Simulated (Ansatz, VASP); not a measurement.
**W in VASP and in Ansatz**

```
W
1.0
     0.00000    2.00602    2.00602
     2.00602    0.00000    2.00602
     2.00602    2.00602    0.00000
W
1
Cartesian
  0.0000 0.0000 0.0000
```

Alike in both runs: task relaxation of cell and atoms; functional PBE; k mesh 17 × 17 × 17; occupations fermi-dirac, width 0.08 eV; no spin polarisation.

|  | VASP | Ansatz |
| --- | --- | --- |
| version | VASP 6.6.1 | Ansatz 0.2.0 |
| potentials or method | VASP PAW PBE potentials, release 64 (W_sv) | PAW with Ansatz's default frozen-core files, scalar-relativistic |
| plane-wave cutoff (eV) | 500 | 420 |
| valence electrons in the cell | 14 | 14 |

|  | VASP | Ansatz | Ansatz less VASP |
| --- | --- | --- | --- |
| relaxed volume (Å³/atom) | 16.49 | 16.46 | -0.029 |
| relaxed cell length with the largest relative difference (Å) | 2.857 | 2.855 | -0.0017 |

Spin-orbit coupling is off throughout.
